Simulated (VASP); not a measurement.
# CoPt2O2 in VASP: single point with PBE

Aim: the single point of CoPt2O2 with PBE.

Everything below comes from runs of VASP 6.6.1. Logs are shortened: lines on timing, memory, paths and dates and some standing lists are left out, and cuts for length are marked.

## Step 1: The cell of the first run

The cell holds a slab with vacuum, 5 atoms: a = 2.825 Å, b = 2.825 Å, c = 20.939 Å, α = 90.00°, β = 90.00°, γ = 120.00°.

## Step 2: Single point, PBE, collinear spin, ferromagnetic start

INCAR reads:

```
ALGO = Normal
DIPOL = 0.5 0.5 0.500
EDIFF = 1E-7
ENCUT = 520
GGA = PE
IDIPOL = 3
ISIF = 2
ISMEAR = -1
ISPIN = 2
LASPH = True
LCHARG = True
LDIPOL = True
LELF = True
LMAXMIX = 4
LORBIT = 11
LREAL = False
LVACPOTAV = True
LVHAR = True
LWAVE = False
MAGMOM = 0 0 0 0 2
NBANDS = 32
NELM = 150
PREC = Accurate
SIGMA = 0.05
```

KPOINTS reads:

```
k-points
0
Gamma
  11 11 1
```

POSCAR reads:

```
CoPt2O2
1.0
    2.8245398345      0.0000000000      0.0000000000
   -1.4122699173      2.4461232507      0.0000000000
    0.0000000000      0.0000000000     20.9393891094
Pt O Co
2 2 1
Direct
    0.6666666667      0.3333333333      0.3581766383
    0.3333333333      0.6666666667      0.6418233617
    0.6666666667      0.3333333333      0.4536895923
    0.3333333333      0.6666666667      0.5463104077
    0.0000000000      0.0000000000      0.5000000000
```

Potentials or basis: VASP PAW PBE potentials, release 64 (Pt, O, Co).

The run is started by

```bash
cat potpaw_PBE.64/Pt/POTCAR potpaw_PBE.64/O/POTCAR potpaw_PBE.64/Co/POTCAR > POTCAR
mpirun -np 1 vasp_std > vasp.out
```

OUTCAR:

```text
EDIFF = 1E-7
   ENCUT = 520
   GGA = PE
   ISIF = 2
   ISMEAR = -1
   ISPIN = 2
   LASPH = True
   LORBIT = 11
   LREAL = False
   NELM = 150
   PREC = Accurate

 ion  position               nearest neighbor table
   1  0.667  0.333  0.358-   3 2.00
   2  0.333  0.667  0.642-   4 2.00
   3  0.667  0.333  0.454-   5 1.90   5 1.90   5 1.90   1 2.00
   4  0.333  0.667  0.546-   5 1.90   5 1.90   5 1.90   2 2.00
   5  0.000  0.000  0.500-   3 1.90   4 1.90   3 1.90   4 1.90   3 1.90   4 1.90

  LATTYP: Found a hexagonal cell.
 ALAT       =     2.8245398345
 C/A-ratio  =     7.4133807049

  Lattice vectors:

 A1 = (   2.8245398345,   0.0000000000,   0.0000000000)
 A2 = (  -1.4122699173,   2.4461232507,   0.0000000000)
 A3 = (   0.0000000000,   0.0000000000,  20.9393891094)

Analysis of symmetry for initial positions (statically):
=====================================================================
 Subroutine PRICEL returns:
 Original cell was already a primitive cell.

 Routine SETGRP: Setting up the symmetry group for a
 hexagonal supercell.

 Subroutine GETGRP returns: Found 12 space group operations
 (whereof 12 operations were pure point group operations)
 out of a pool of 24 trial point group operations.

The static configuration has the point symmetry D_3d.

Analysis of symmetry for dynamics (positions and initial velocities):
=====================================================================
 Subroutine PRICEL returns:
 Original cell was already a primitive cell.

 Routine SETGRP: Setting up the symmetry group for a
 hexagonal supercell.

 Subroutine GETGRP returns: Found 12 space group operations
 (whereof 12 operations were pure point group operations)
 out of a pool of 24 trial point group operations.

The dynamic configuration has the point symmetry D_3d.

Analysis of structural, dynamic, and magnetic symmetry:
=====================================================================
 Subroutine PRICEL returns:
 Original cell was already a primitive cell.

 Routine SETGRP: Setting up the symmetry group for a
 hexagonal supercell.

 Subroutine GETGRP returns: Found 12 space group operations
 (whereof 12 operations were pure point group operations)
 out of a pool of 24 trial point group operations.

The overall configuration has the point symmetry D_3d.

 Subroutine INISYM returns: Found 12 space group operations
 (whereof 12 operations are pure point group operations),
 and found     1 'primitive' translations

----------------------------------------------------------------------------------------

                                     Primitive cell

  volume of cell :     144.6739

  direct lattice vectors                    reciprocal lattice vectors
     2.824539834  0.000000000  0.000000000     0.354039971  0.204405072  0.000000000
    -1.412269917  2.446123251  0.000000000     0.000000000  0.408810145  0.000000000
     0.000000000  0.000000000 20.939389109     0.000000000  0.000000000  0.047756885

  length of vectors
     2.824539834  2.824539835 20.939389109     0.408810145  0.408810145  0.047756885

  position of ions in fractional coordinates (direct lattice)
     0.666666667  0.333333333  0.358176638
     0.333333333  0.666666667  0.641823362
     0.666666667  0.333333333  0.453689592
     0.333333333  0.666666667  0.546310408
     0.000000000  0.000000000  0.500000000

  ion indices of the primitive-cell ions
   primitive index   ion index
                 1           1
                 2           2
                 3           3
                 4           4
                 5           5

----------------------------------------------------------------------------------------

 KPOINTS: k-points

Automatic generation of k-mesh.
 Grid dimensions read from file:
 generate k-points for:   11   11    1

 Generating k-lattice:

  Cartesian coordinates                     Fractional coordinates (reciprocal lattice)
     0.032185452  0.018582279  0.000000000     0.090909091 -0.000000000  0.000000000
     0.000000000  0.037164559  0.000000000     0.000000000  0.090909091  0.000000000
     0.000000000  0.000000000  0.047756885     0.000000000  0.000000000  1.000000000

  Length of vectors
     0.037164559  0.037164559  0.047756885

  Shift w.r.t. Gamma in fractional coordinates (k-lattice)
     0.000000000  0.000000000  0.000000000

 Subroutine IBZKPT returns following result:
 ===========================================

 Found     16 irreducible k-points:

 Following reciprocal coordinates:
            Coordinates               Weight
  0.000000  0.000000  0.000000      1.000000
  0.090909 -0.000000  0.000000      6.000000
  0.181818 -0.000000  0.000000      6.000000
  0.272727 -0.000000  0.000000      6.000000
  0.363636  0.000000  0.000000      6.000000
  0.454545 -0.000000  0.000000      6.000000
[... 8 lines left out ...]
  0.272727  0.272727  0.000000      6.000000
  0.363636  0.272727  0.000000      6.000000
   k-points           NKPTS =     16   k-points in BZ     NKDIM =     16   number of bands    NBANDS=     32
   number of dos      NEDOS =    301   number of ions     NIONS =      5
   total plane-waves  NPLWV =  92160
   dimension x,y,z NGX =    24 NGY =   24 NGZ =  160
   dimension x,y,z NGXF=    48 NGYF=   48 NGZF=  320
   ions per type =               2   2   1
   NGX,Y,Z   is equivalent  to a cutoff of  14.13, 14.13, 12.70 a.u.
   NGXF,Y,Z  is equivalent  to a cutoff of  28.25, 28.25, 25.41 a.u.
 SYSTEM =  unknown system
   PREC   = accura    normal or accurate (medium, high low for compatibility)
   ISTART =      0    job   : 0-new  1-cont  2-samecut
   ICHARG =      2    charge: 1-file 2-atom 10-const
   ISPIN  =      2    spin polarized calculation?
   LNONCOLLINEAR =      F non collinear calculations
   LSORBIT =      F    spin-orbit coupling
   LASPH  =      T    aspherical Exc in radial PAW
   ENCUT  =  520.0 eV  38.22 Ry    6.18 a.u.   5.25  5.25 38.93*2*pi/ulx,y,z
   NELM   =    150;   NELMIN=  2; NELMDL= -5     # of ELM steps
   EDIFF  = 0.1E-06   stopping-criterion for ELM
   LREAL  =      F    real-space projection
   EDIFFG = 0.1E-05   stopping-criterion for IOM
   NSW    =      0    number of steps for IOM
   IBRION =     -1    ionic relax: 0-MD 1-quasi-New 2-CG
   NFREE  =      0    steps in history (QN), initial steepest desc. (CG)
   ISIF   =      2    stress and relaxation
   ISYM   =      2    0-nonsym 1-usesym 2-fastsym
   POTIM  = 0.5000    time-step for ionic-motion
   TEBEG  =    0.0;   TEEND  =   0.0 temperature during run
   PSTRESS=    0.0 pullay stress
   NELECT =      41.0000    total number of electrons
   NUPDOWN=      -1.0000    fix difference up-down
   EMIN   =  10.00;   EMAX   =-10.00  energy-range for DOS
   EFERMI =   0.00;   METHOD = LEGACY
   ISMEAR =    -1;   SIGMA  =   0.05  broadening in eV -4-tet -1-fermi 0-gaus
   EFERMI_NEDOS =   21; number of points for ismear=-14 and -15
   IALGO  =     38    algorithm
   IMIX   =      4    mixing-type and parameters
     AMIX     =   0.40;   BMIX     =  1.00
     AMIX_MAG =   1.60;   BMIX_MAG =  1.00
  volume/ion in A,a.u.               =      28.93       195.26
  Fermi-wavevector in a.u.,A,eV,Ry     =   1.075324  2.032068 15.732719  1.156322
  Thomas-Fermi vector in A             =   2.211178
   LORBIT       =     11    0 simple, 1 ext, 2 COOP (PROOUT), +10 PAW based schemes
   GGA     = PE    functional components
   LHFCALC =     F    Hartree Fock is set to
   AEXX    =    0.0000 exact exchange contribution
   IVDW    =     0    specifies the selected vdW correction
   LEPSILON=     F    determine dielectric tensor
   LRPA    =     F    only Hartree local field effects (RPA)
 spin polarized calculation
  energy-cutoff  :      520.00
  volume of cell :      144.67
 maximum number of plane-waves:      3919
 NGX is ok and might be reduce to    24
   NGX = 11   NGY = 11   NGZ = 77

 dipolmoment           0.000000      0.000000      0.000000 electrons x Angstroem

 number of electron      41.0000002 magnetization       1.2501979

 dipolmoment           0.000000      0.000000     -0.000000 electrons x Angstroem

 Free energy of the ion-electron system (eV)
  ---------------------------------------------------
  ext. energy  EPLUGINS =         0.00000000
  ---------------------------------------------------
  free energy    TOTEN  =       -30.07177672 eV

  energy without entropy =      -30.03566902  energy(sigma->0) =      -30.05372287

 E-fermi :   0.4172     XC(G=0):  -5.9005

 val. band max:        0.4018304305   @ k =   0.2727   0.2727   0.0000
 cond. band min:       0.4200767481   @ k =   0.0000   0.0000   0.0000
 fundamental gap:      0.0182463176
 Fermi energy:         0.4171518675

 spin component 1

 k-point     1 :       0.0000    0.0000    0.0000
  band No.  band energies     occupation
      1     -21.0303      1.00000
      2     -19.4227      1.00000
      3      -8.5157      1.00000
      4      -6.4478      1.00000
      5      -6.1944      1.00000
      6      -6.0192      1.00000
[... 549 lines left out ...]
     31      11.9252      0.00000
     32      12.0596      0.00000
 Fermi energy:         0.4171518675

 spin component 2

 k-point     1 :       0.0000    0.0000    0.0000
  band No.  band energies     occupation
      1     -20.9457      1.00000
      2     -19.3196      1.00000
      3      -8.3683      1.00000
      4      -6.3856      1.00000
      5      -6.0630      1.00000
      6      -5.8208      1.00000
[... 549 lines left out ...]
     31      12.1134      0.00000
     32      12.1681      0.00000

------------------------ aborting loop because EDIFF is reached ----------------------------------------

  FORCE on cell =-STRESS in cart. coord.  units (eV):
  Direction    XX          YY          ZZ          XY          YZ          ZX
  --------------------------------------------------------------------------------------
  -------------------------------------------------------------------------------------
  Total       -1.3237278     -1.3237278      5.0029231      0.0000000      0.0000000      0.0000000
  in kB      -14.6595022    -14.6595022     55.4044141      0.0000000      0.0000000      0.0000000
  external PRESSURE =       8.6951365 kB  Pullay stress =       0.0000000 kB

 VOLUME and BASIS-vectors are now :
 -----------------------------------------------------------------------------
  energy-cutoff  :      520.00
  volume of cell :      144.67
      direct lattice vectors                 reciprocal lattice vectors
     2.824539834  0.000000000  0.000000000     0.354039971  0.204405072  0.000000000
    -1.412269917  2.446123251  0.000000000     0.000000000  0.408810145  0.000000000
     0.000000000  0.000000000 20.939389109     0.000000000  0.000000000  0.047756885

 POSITION                                       TOTAL-FORCE (eV/Angst)
 -----------------------------------------------------------------------------------
      1.41227      0.81537      7.50000         0.000000     -0.000000     -0.936314
     -0.00000      1.63075     13.43939         0.000000      0.000000      0.936314
      1.41227      0.81537      9.49998        -0.000000      0.000000      0.250523
     -0.00000      1.63075     11.43941        -0.000000     -0.000000     -0.250523
      0.00000      0.00000     10.46969         0.000000      0.000000      0.000000
 -----------------------------------------------------------------------------------
    total drift:                                0.000000     -0.000000      0.000000

  FREE ENERGIE OF THE ION-ELECTRON SYSTEM (eV)
  ---------------------------------------------------
  free  energy   TOTEN  =       -30.0717767229 eV

  energy  without entropy=      -30.0356690153  energy(sigma->0) =      -30.05372287

 vacuum level on the upper side and lower side of the slab         5.610         5.610

 total charge

# of ion       s       p       d       tot
------------------------------------------
    1        0.620   0.439   7.989   9.048
    2        0.620   0.439   7.989   9.048
    3        1.575   3.421   0.000   4.996
    4        1.575   3.421   0.000   4.996
    5        0.431   0.661   7.372   8.463
--------------------------------------------------
tot          4.820   8.380  23.350  36.550

 magnetization (x)

# of ion       s       p       d       tot
------------------------------------------
    1        0.010   0.018   0.279   0.306
    2        0.010   0.018   0.279   0.306
    3        0.017   0.032   0.000   0.048
    4        0.017   0.032   0.000   0.048
    5        0.004   0.008   0.403   0.415
--------------------------------------------------
tot          0.056   0.107   0.960   1.124
```

It took 5.1 min on 1 thread of Intel Xeon Platinum 8488C (Sapphire Rapids), shared host; peak memory 0.43 GiB.

Results:

```
Free energy                                           : -30.0718 eV
Largest force                                         : 0.936 eV/Å
Net moment                                            : 1.25 μB per cell
Site moments                                          : Pt +0.31; O +0.05; Co +0.41 μB
Valence electrons inside the program's atomic spheres : Pt 9.05; O 5.00; Co 8.46
```

Forces in eV/Å, atoms in the order of the input:
```
Pt   0.000  0.000 -0.936
Pt   0.000  0.000  0.936
O    0.000  0.000  0.251
O    0.000  0.000 -0.251
Co   0.000  0.000  0.000
```

Caveat: spin-orbit coupling is left out, which moves the levels of the heavy elements. With open d or f shells a metallic result of PBE can be an artefact of self-interaction; +U or a hybrid may open a gap.
